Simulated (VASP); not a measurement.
Input of a VASP 6.6.1 run:

File INCAR:

```
PREC     = Accurate       # precision mode
ENCUT    = 500            # plane-wave cutoff, eV
EDIFF    = 1E-6           # SCF threshold, eV
ISMEAR   = -1             # smearing method
SIGMA    = 0.05           # smearing width, eV
LREAL    = F              # projectors in reciprocal space
LASPH    = T              # aspherical terms in the spheres
NELM     = 120            # most SCF steps
ALGO     = Normal         # electronic algorithm
ISIF     = 2              # what is computed and relaxed
LWAVE    = F              # write WAVECAR
LCHARG   = F              # write CHGCAR
GGA      = B5             # functional
ALDAX    = 1.0          
AGGAX    = 1.0          
AGGAC    = 1.0          
ALDAC    = 0.0          
NBANDS   = 18             # bands
GGA_COMPAT= F
```

File KPOINTS:

```
Automatic mesh
0
Gamma
  8 8 5
```

The input POSCAR:

```
Te2Pt
1.0
    4.0100000000      0.0000000000      0.0000000000
   -2.0050000000      3.4727618692      0.0000000000
    0.0000000000      0.0000000000      5.2010000000
Pt Te
1 2
Direct
    0.0000000000      0.0000000000      0.0000000000
    0.6666666667      0.3333333333      0.7500000000
    0.3333333333      0.6666666667      0.2500000000
```

Potentials or basis: VASP PAW PBE potentials, release 64 (Pt, Te).

Command:

```bash
$ cat potpaw_PBE.64/Pt/POTCAR potpaw_PBE.64/Te/POTCAR > POTCAR
$ mpirun -np 1 vasp_std > vasp.out
```

Estimate the largest force.

1.455 eV/Å.

Estimate the pressure.

16.1 GPa.

What does it give for the band gap on the k mesh?

Zero (band 11 reaches 10.62 eV, above the bottom of band 12 at 9.33 eV).

Stress tensor (GPa, compression positive):
```
16.82  0.00  0.00
 0.00 16.82  0.00
 0.00  0.00 14.62
```

Caveat: the PAW data sets were made with another functional, which shifts forces and pressure a little; spin-orbit coupling is left out, which moves the levels of the heavy elements.
